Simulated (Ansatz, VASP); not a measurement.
**Ca: VASP beside Ansatz**

```
CELL_PARAMETERS angstrom
0.00000 2.78350 2.78350
2.78350 0.00000 2.78350
2.78350 2.78350 0.00000
ATOMIC_POSITIONS crystal
Ca 0.00000 0.00000 0.00000
```

Alike in both runs: task single point; functional r2SCAN; k mesh 10 × 10 × 10; occupations methfessel-paxton of order 1, width 0.1 eV; no spin polarisation.

|  | VASP | Ansatz |
| --- | --- | --- |
| version | VASP 6.6.1 | Ansatz 0.2.0 |
| potentials or method | VASP PAW PBE potentials, release 64 (Ca_sv), cutoff 520 eV | plane waves (500 eV) with PAW, scalar-relativistic |
| valence electrons in the cell | 10 | 10 |

|  | VASP | Ansatz | Ansatz less VASP |
| --- | --- | --- | --- |
| pressure (GPa) | 0.0 | 0.0 | -0.05 |

VASP's potentials were made for PBE, not for r2SCAN.
